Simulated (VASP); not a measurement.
# CdSe (sol): single point with PBEsol

CdSe (sol):

```
Cd Se
1.0
     0.00000    3.07148    2.99608
     3.07148    0.00000    2.99608
     3.07148    3.07148    0.00000
Cd Se
1 1
Direct
  0.00000 0.00000 0.00000
  0.25000 0.25000 0.25000
```

```yaml
Program: VASP 6.6.1
Task: single point
Functional: PBEsol
Potentials_or_basis: VASP PAW PBE potentials, release 64 (Cd, Se)
Cutoff: 500 eV
k_mesh: 8 × 8 × 8
Occupations: gaussian, width 0.01 eV
Spin: no spin polarisation
```

```
Pressure               : 0.0 GPa
Band gap on the k mesh : 0.42 eV, direct
```

Stress tensor (GPa, compression positive):
```
-0.10  0.00  0.00
 0.00 -0.10  0.00
 0.00  0.00  0.32
```

Levels at points of the mesh, in eV from the valence-band top:
```
           k point  band 6  band 7  band 8  band 9  band 10  band 11  band 12  band 13
(0.00, 0.00, 0.00)   -7.57   -0.07   -0.07    0.00     0.42     5.81     5.81     5.81
(0.50, 0.00, 0.00)   -7.28   -4.47   -0.86   -0.75     2.23     6.22     6.41     7.22
(0.50, 0.50, 0.00)   -7.19   -4.06   -1.98   -1.98     2.91     3.48     9.06    10.03
(0.50, 0.00, 0.50)   -7.23   -4.20   -1.89   -1.86     2.99     3.69     8.83     9.91
```

Run time: 54 s on 1 thread of Intel Xeon 8259CL, on a shared host, peak memory 0.21 GiB.

Caveat: the PAW data sets were made with another functional, which shifts forces and pressure a little. PBEsol gaps usually lie below the measured ones, often by a third to a half.
